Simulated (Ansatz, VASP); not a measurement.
**HgTe: VASP beside Ansatz**

```
CELL_PARAMETERS angstrom
0.00000 3.38468 3.06232
3.38468 0.00000 3.06232
3.38468 3.38468 0.00000
ATOMIC_POSITIONS crystal
Hg 0.00000 0.00000 0.00000
Te 0.75000 0.75000 0.75000
```

Change from the starting cell: strain +0.050 along x and y, -0.050 along z, atoms carried along.

Alike in both runs: task single point; functional PBEsol; k mesh 14 × 14 × 14; occupations gaussian, width 0.15 eV; no spin polarisation.

|  | VASP | Ansatz |
| --- | --- | --- |
| version | VASP 6.6.1 | Ansatz 0.2.0 |
| potentials or method | VASP PAW PBE potentials, release 64 (Hg, Te), cutoff 520 eV | scalar-relativistic, plane waves, PAW |
| valence electrons in the cell | 18 | 36 |

```tsv
	VASP	Ansatz	Ansatz less VASP
pressure (GPa)	-0.8	-0.8	-0.09
traceless stress, the component that is largest in VASP (GPa)	0.92	0.93	+0.004
```

VASP's potentials were made for PBE, not for PBEsol. With one functional, cell and mesh, what is left measures potentials, basis and numerics. VASP's potentials hold 18 valence electrons a cell and Ansatz's 36, so a difference there can come from the potentials and not from the codes.

Neither program's run includes spin-orbit coupling.
